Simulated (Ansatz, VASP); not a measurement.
## YTe: VASP beside Ansatz

INCAR

```
SYSTEM = YTe
PREC     = Accurate       ! precision mode
ENCUT    = 500            ! plane-wave cutoff, eV
EDIFF    = 1E-6           ! SCF threshold, eV
ISMEAR   = -1             ! smearing method
SIGMA    = 0.0816         ! smearing width, eV
LREAL    = .FALSE.        ! projectors in reciprocal space
LASPH    = .TRUE.         ! aspherical terms in the spheres
NELM     = 120            ! most SCF steps
ALGO     = Normal         ! electronic algorithm
ISIF     = 2              ! what is computed and relaxed
LWAVE    = .FALSE.        ! write WAVECAR
LCHARG   = .TRUE.         ! write CHGCAR
LELF     = .TRUE.         ! ELF
LVHAR    = .TRUE.       
NBANDS   = 16             ! bands
GGA_COMPAT= .FALSE.
```

The input KPOINTS:

```
Automatic mesh
0
G
  7 7 7
  0 0 0
```

File POSCAR:

```
YTe
1.0
    0.0000000000      3.0400000000      3.0400000000
    3.0400000000      0.0000000000      3.0400000000
    3.0400000000      3.0400000000      0.0000000000
Y Te
1 1
Direct
    0.5000000000      0.5000000000      0.5000000000
    0.0000000000      0.0000000000      0.0000000000
```

Input for Ansatz:

```yaml
crystal:
  lattice:
    - [0.0, 3.04, 3.04]
    - [3.04, 0.0, 3.04]
    - [3.04, 3.04, 0.0]
  atoms:
    - { symbol: "Y", position: [0.5, 0.5, 0.5] }
    - { symbol: Te, position: [0.0, 0.0, 0.0] }
kpoints:
  mp_grid: { grid: [7, 7, 7] }
scf:
  occupations: { method: fermi_dirac, width: 0.0816 }
hamiltonian:
  xc: lda
  pseudopotentials: { kind: paw }
output:
  forces: true
  stress: true
  eigenvalues: true
  core_levels:
    shells: { "Y": ["3p"] }
    counted_from: fermi_level
    add_spin: always
```

Alike in both runs: task single point; functional LDA; k mesh 7 × 7 × 7; occupations fermi-dirac, width 0.0816 eV; no spin polarisation.

```csv
,VASP,Ansatz
version,VASP 6.6.1,Ansatz 0.2.0
potentials or method,"VASP PAW LDA potentials, release 64 (Y_sv, Te)","PAW with Ansatz's default frozen-core files, scalar-relativistic"
plane-wave cutoff (eV),500,420
valence electrons in the cell,17,27
```

VASP gave:

```
pressure (GPa) : -1.6
```

Task: Estimate Ansatz's values.

Result: Pressure (GPa): -1.7.

LDA's correlation is that of Perdew and Zunger in VASP and of Perdew and Wang (1992) in Ansatz. VASP's potentials hold 17 valence electrons a cell and Ansatz's 27, so a difference there can come from the potentials and not from the codes.

Spin-orbit coupling is off throughout.
